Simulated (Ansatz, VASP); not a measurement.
## Ni: VASP beside Ansatz

File INCAR:

```
SYSTEM = Ni
PREC = Accurate ; ENCUT = 600
EDIFF = 1E-7 ; ISMEAR = -1
SIGMA = 0.1 ; LREAL = .False.
LASPH = .True. ; NELM = 100
ALGO = Normal ; ISIF = 3
LWAVE = .False. ; LCHARG = .False.
GGA = RP ; IBRION = 2
NSW = 80 ; EDIFFG = -0.01
```

KPOINTS

```
regular mesh
0
Gamma
  11 11 11
  0 0 0
```

File POSCAR:

```
Ni
1.0
    0.0000000000      2.4534603088      2.4534603088
    2.4534603088      0.0000000000      2.4534603088
    2.4534603088      2.4534603088      0.0000000000
Ni
2
Direct
    0.1250000000      0.1250000000      0.1250000000
    0.8750000000      0.8750000000      0.8750000000
```

Input for Ansatz:

```yaml
crystal:
  lattice:
    - [0.0, 2.4534603088, 2.4534603088]
    - [2.4534603088, 0.0, 2.4534603088]
    - [2.4534603088, 2.4534603088, 0.0]
  atoms:
    - { symbol: Ni, position: [0.125, 0.125, 0.125] }
    - { symbol: Ni, position: [0.875, 0.875, 0.875] }
hamiltonian:
  xc: rpbe
  pseudopotentials:
    kind: paw
    azcp:
      Ni: "pseudopotentials/Ni.paw.azcp"
basis:
  ecutwfc: 420
  fft_grid_basis: typed
kpoints:
  mp_grid: { grid: [11, 11, 11], shift: [0, 0, 0] }
magnetization:
  spin_polarized: false
scf:
  occupations: { method: fermi_dirac, width: 0.1 }
relax:
  max_steps: 60
  f_tol: 0.01
  cell: {}
```

Alike in both runs: task relaxation of cell and atoms; functional RPBE; k mesh 11 × 11 × 11; occupations fermi-dirac, width 0.1 eV; no spin polarisation.

|  | VASP | Ansatz |
| --- | --- | --- |
| version | VASP 6.6.1 | Ansatz 0.2.0 |
| potentials or method | VASP PAW PBE potentials, release 64 (Ni), cutoff 600 eV | plane waves (420 eV) with PAW, scalar-relativistic |
| valence electrons in the cell | 20 | 36 |

VASP gave:

```
relaxed volume (Å³/atom)                                     : 17.21
relaxed cell length with the largest relative difference (Å) : 3.651
```

Estimate Ansatz's values.

relaxed volume (Å³/atom): 17.18; relaxed cell length with the largest relative difference (Å): 3.649.

VASP's potentials were made for PBE, not for RPBE. VASP's potentials hold 20 valence electrons a cell and Ansatz's 36, so a difference there can come from the potentials and not from the codes.

Noted on VASP's run: the volume moved by over 15 % at a fixed basis, so the end points are rough.
